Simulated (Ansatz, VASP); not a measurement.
Two plane-wave programs on Cs2AgBiBr6

Contents of INCAR:

```
SYSTEM = Cs2AgBiBr6
ALGO = Normal ; EDIFF = 1E-7
ENCUT = 520 ; GGA = PS
ISIF = 2 ; ISMEAR = 0
LASPH = .True. ; LCHARG = .False.
LREAL = .False. ; LWAVE = .False.
NBANDS = 54 ; NELM = 80
PREC = Accurate ; SIGMA = 0.01
```

File KPOINTS:

```
k-points
0
Gamma
  3 3 3
  0 0 0
```

POSCAR

```
Cs2AgBiBr6
1.0
    0.0000000000      5.7441983088      5.7441983088
    5.7441983088      0.0000000000      5.7441983088
    5.7441983088      5.7441983088      0.0000000000
Cs Ag Bi Br
2 1 1 6
Direct
    0.2500000000      0.2500000000      0.2500000000
    0.7500000000      0.7500000000      0.7500000000
    0.5000000000      0.5000000000      0.5000000000
    0.0000000000      0.0000000000      0.0000000000
    0.2505500000      0.7494500000      0.2505500000
    0.2505500000      0.7494500000      0.7494500000
    0.7494500000      0.2505500000      0.7494500000
    0.7494500000      0.2505500000      0.2505500000
    0.2505500000      0.2505500000      0.7494500000
    0.7494500000      0.7494500000      0.2505500000
```

Input for Ansatz:

```yaml
crystal:
  lattice:
    - [0.0, 5.7441983087706525, 5.7441983087706525]
    - [5.7441983087706525, 0.0, 5.7441983087706525]
    - [5.7441983087706525, 5.7441983087706525, 0.0]
  atoms:
    - { symbol: Cs, position: [0.25, 0.25, 0.25] }
    - { symbol: Cs, position: [0.75, 0.75, 0.75] }
    - { symbol: Ag, position: [0.5, 0.5, 0.5] }
    - { symbol: Bi, position: [0.0, 0.0, 0.0] }
    - { symbol: Br, position: [0.25055, 0.74945, 0.25055] }
    - { symbol: Br, position: [0.25055, 0.74945, 0.74945] }
    - { symbol: Br, position: [0.74945, 0.25055, 0.74945] }
    - { symbol: Br, position: [0.74945, 0.25055, 0.25055] }
    - { symbol: Br, position: [0.25055, 0.25055, 0.74945] }
    - { symbol: Br, position: [0.74945, 0.74945, 0.25055] }
basis:
  ecutwfc: 450.0
kpoints:
  mp_grid:
    grid: [3, 3, 3]
hamiltonian:
  xc: pbesol
scf:
  convergence:
    dr2_threshold: 1.0e-07
  occupations:
    method: fixed
output:
  stress: true
```

Alike in both runs: task single point; functional PBEsol; k mesh 3 × 3 × 3; no spin polarisation.

|  | VASP | Ansatz |
| --- | --- | --- |
| version | VASP 6.6.1 | Ansatz 0.2.0 |
| potentials or method | VASP PAW PBE potentials, release 64 (Cs_sv, Ag, Bi_d, Br), cutoff 520 eV | plane waves, PAW |
| occupations | gaussian, width 0.01 eV | fixed |
| valence electrons in the cell | 86 | 94 |

|  | VASP | Ansatz | Ansatz less VASP |
| --- | --- | --- | --- |
| pressure (GPa) | -1.6 | -1.6 | 0.00 |

VASP's potentials were made for PBE, not for PBEsol. VASP's potentials hold 86 valence electrons a cell and Ansatz's 94, so a difference there can come from the potentials and not from the codes. Ansatz's warnings: stress scf threshold loose.

Spin-orbit coupling is off throughout.
